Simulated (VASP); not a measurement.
A run of VASP 6.6.1:

File INCAR:

```
  ALGO = Normal
  EDIFF = 1E-6
  ENCUT = 520
  GGA = PE
  ISIF = 2
  ISMEAR = 1
  LASPH = T
  LCHARG = F
  LREAL = F
  LWAVE = F
  NBANDS = 12
  NELM = 60
  PREC = Accurate
  SIGMA = 0.03
```

Contents of KPOINTS:

```
k-points
0
Gamma
  10 10 10
```

POSCAR

```
As
1.0
    1.9036109523      1.0990502958      3.6081612956
   -1.9036109523      1.0990502958      3.6081612956
    0.0000000000     -2.1981005915      3.6081612956
As
2
Direct
    0.7737100447      0.7737100447      0.7737100447
    0.2262899553      0.2262899553      0.2262899553
```

Potentials or basis: VASP PAW PBE potentials, release 64 (As).

Launch:

```sh
$ cat potpaw_PBE.64/As/POTCAR > POTCAR
$ mpirun -np 1 vasp_std > vasp.out
```

Hardware: 1 thread of Intel(R) Xeon(R) Platinum 8488C (Sapphire Rapids), with other jobs on the host.

Estimate the wall time of this run.

Wall time 22 s on 1 thread of Intel(R) Xeon(R) Platinum 8488C (Sapphire Rapids), on a shared host, peak memory 0.2 GiB. Counts: scf iterations 10, k points 116.
